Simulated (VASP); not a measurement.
Here is a VASP 6.6.1 calculation.

File INCAR:

```
  PREC = Accurate
  ENCUT = 520
  EDIFF = 1E-6
  ISMEAR = 0
  SIGMA = 0.1
  LREAL = F
  LASPH = T
  NELM = 120
  ALGO = Normal
  ISIF = 2
  LWAVE = F
  LCHARG = F
  LDIPOL = T
  IDIPOL = 3
  DIPOL = 0.5 0.5 0.344
  GGA = PE
  NBANDS = 36
  GGA_COMPAT = F
  NELMDL = -8
```

KPOINTS

```
regular mesh
0
Gamma
  10 10 1
```

The input POSCAR:

```
Ir3O
1.0
    2.7367600872      0.0000000000      0.0000000000
    0.0000000000      2.7367600872      0.0000000000
    0.0000000000      0.0000000000     19.1883373414
Ir O
3 1
Direct
    0.5000000000      0.5000000000      0.2084599582
    0.0000000000      0.0000000000      0.3045662606
    0.5000000000      0.5000000000      0.4006776202
    0.8333333333      1.0000000000      0.4633230258
```

Potentials or basis: VASP PAW PBE potentials, release 64 (Ir_sv_GW, O).

Command:

```bash
$ cat potpaw_PBE.64/Ir_sv_GW/POTCAR potpaw_PBE.64/O/POTCAR > POTCAR
$ mpirun -np 1 vasp_std > vasp.out
```

Question: Predict the largest force.

Answer: 1.742 eV/Å.

Question: What does it give for the band gap on the k mesh?

Answer: Zero (an odd number of electrons rules out a gap without spin polarisation).

Forces in eV/Å, atoms in the order of the input:
```
Ir  -0.303  0.000 -0.216
Ir  -0.021  0.000 -1.025
Ir   1.268  0.000  1.194
O   -0.944  0.000  0.048
```

Caveat: spin-orbit coupling is left out, which moves the levels of the heavy elements.
